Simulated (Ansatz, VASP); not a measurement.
**One calculation of ZnO, two programs**

```
CELL_PARAMETERS angstrom
3.23520 0.00000 0.00000
-1.61760 2.80177 0.00000
0.00000 0.00000 5.00296
ATOMIC_POSITIONS crystal
Zn 0.33333 0.66667 0.00124
Zn 0.66667 0.33333 0.50124
O 0.33333 0.66667 0.38086
O 0.66667 0.33333 0.88086
```

Change from the starting cell: strain +0.000 along x and y, -0.040 along z, atoms carried along.

Alike in both runs: task single point; functional r2SCAN; k mesh 12 × 12 × 6; occupations gaussian, width 0.05 eV; no spin polarisation.

|  | VASP | Ansatz |
| --- | --- | --- |
| version | VASP 6.6.1 | Ansatz 0.2.0 |
| potentials or method | VASP PAW PBE potentials, release 64 (Zn, O), cutoff 520 eV | scalar-relativistic, plane waves, PAW |
| valence electrons in the cell | 36 | 36 |

|  | VASP | Ansatz | Ansatz less VASP |
| --- | --- | --- | --- |
| gap on the k mesh at the Fermi level (eV) | 1.35 | 1.35 | +0.002 |
| least direct gap on the mesh (eV) | 1.35 | 1.35 | +0.002 |
| pressure (GPa) | 8.2 | 7.1 | -1.16 |
| traceless stress, the component that is largest in VASP (GPa) | 8.13 | 7.71 | -0.417 |
| rms of the force components (eV/Å) | 0.322 | 0.307 | -0.0146 |

VASP's potentials were made for PBE, not for r2SCAN. Atom by atom the forces differ by 0.015 eV/Å (rms over components).
